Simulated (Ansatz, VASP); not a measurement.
# K in VASP and in Ansatz

Contents of INCAR:

```
PREC = Accurate
ENCUT = 520
EDIFF = 1E-6
ISMEAR = -1
SIGMA = 0.1
LREAL = False
LASPH = True
NELM = 100
ALGO = Normal
ISIF = 2
LWAVE = False
LCHARG = False
GGA = PE
NBANDS = 26
```

Contents of KPOINTS:

```
regular mesh
0
Gamma
  6 6 4
```

File POSCAR:

```
K
1.0
    3.5843567659      0.0000000000      0.0000000000
   -1.7921783830      3.1041440155      0.0000000000
    0.0000000000      0.0000000000     11.4788007758
K
4
Direct
    0.0000000000      0.0000000000      0.0000000000
    0.0000000000      0.0000000000      0.5000000000
    0.3333333333      0.6666666667      0.2500000000
    0.6666666667      0.3333333333      0.7500000000
```

Input for Ansatz:

```yaml
crystal:
  lattice:
    - [3.5843567659, 0.0, 0.0]
    - [-1.792178383, 3.1041440155, 0.0]
    - [0.0, 0.0, 11.4788007758]
  atoms:
    - { symbol: K, position: [0.0, 0.0, 0.0] }
    - { symbol: K, position: [0.0, 0.0, 0.5] }
    - { symbol: K, position: [0.3333333333, 0.6666666667, 0.25] }
    - { symbol: K, position: [0.6666666667, 0.3333333333, 0.75] }
kpoints:
  mp_grid: { grid: [6, 6, 4] }
scf:
  occupations: { method: fermi_dirac, width: 0.1 }
hamiltonian:
  xc: pbe
  pseudopotentials: { kind: all_electron, datasets: crystal }
output:
  forces: true
  stress: true
  eigenvalues: true
```

Change from the starting cell: volume scaled by 0.43, crystal datasets.

Alike in both runs: task single point; functional PBE; k mesh 6 × 6 × 4; occupations fermi-dirac, width 0.1 eV; no spin polarisation.

|  | VASP | Ansatz |
| --- | --- | --- |
| version | VASP 6.6.1 | Ansatz 0.2.0 |
| potentials or method | VASP PAW PBE potentials, release 64 (K_sv), cutoff 520 eV | all-electron PAW with datasets made for the crystal, scalar-relativistic |

|  | VASP | Ansatz | Ansatz less VASP |
| --- | --- | --- | --- |
| pressure (GPa) | 13.5 | 13.5 | 0.00 |
| traceless stress, the component that is largest in VASP (GPa) | 0.14 | 0.14 | -0.002 |

Ansatz ran all-electron here, and VASP with PAW potentials.
